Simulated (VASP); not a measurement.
The system is Li2H.

```
Li H
1.0
     3.42732    0.00000    0.00000
    -1.71366    2.96815    0.00000
     0.00000    0.00000    2.92947
Li H
2 1
Direct
  0.33333 0.66667 0.26899
  0.66667 0.33333 0.73101
  0.00000 0.00000 0.50000
```

The cell was built from a structure type or drawn by symmetry, and may not be a known phase.

* Program: VASP 6.6.1
* Task: relaxation of cell and atoms
* Functional: PBE
* Potentials or basis: VASP PAW PBE potentials, release 64 (Li_sv, H_h)
* Cutoff: 910 eV
* k mesh: 6 × 6 × 6
* Occupations: gaussian, width 0.1 eV
* Spin: no spin polarisation

At the start: pressure 6.8 GPa; volume 9.93 Å³/atom.

Q: How do energy, volume and symmetry change on relaxing?

A: Over 17 steps the energy falls by 423.5 meV/atom and the volume is 11.01 Å³/atom (+10.8 %); space group P-3m1 (No. 164, to 0.1 Å) before and after.

The path:
```
step  energy change (eV)  largest force (eV/Å)  pressure (GPa)  volume (Å³)
   1              0.0000                0.0716            6.83        29.80
   2             -0.1449                0.0788            4.28        31.64
   3             -0.4156                0.0628           -0.78        37.38
   4             -0.5013                0.0123           -4.65        49.84
   5             -0.6873                0.0861           -5.19        49.74
   6             -0.7054                0.1222           -7.56        47.22
   7             -0.8291                0.1209           -6.08        49.20
   8             -0.8438                0.1157           -6.35        48.97
   9             -1.0770                0.1973           -5.02        42.46
  10             -1.2140                0.3233           -2.40        36.41
  11             -0.9488                0.6880           11.06        25.97
  12             -1.2289                0.3773           -1.01        34.41
  13             -1.2294                0.3920           -0.58        33.89
  14             -1.2622                0.2143           -0.01        33.23
  15             -1.2682                0.0760            0.43        32.76
  16             -1.2682                0.0851            0.40        32.79
  17             -1.2706                0.0129            0.03        33.02
```

Final structure:
```cif
data_structure
_symmetry_space_group_name_H-M 'P 1'
_symmetry_Int_Tables_number 1
_cell_length_a 2.8297
_cell_length_b 2.8297
_cell_length_c 4.7624
_cell_angle_alpha 90.000
_cell_angle_beta 90.000
_cell_angle_gamma 120.000
_cell_volume 33.02
loop_
_atom_site_label
_atom_site_type_symbol
_atom_site_fract_x
_atom_site_fract_y
_atom_site_fract_z
_atom_site_occupancy
Li1 Li 0.33333 0.66667 0.26354 1
Li2 Li 0.66667 0.33333 0.73646 1
H1 H 0.00000 0.00000 0.50000 1
```

Caveat: a cell axis changed by over 15 % at a fixed basis, so the end point is rough.
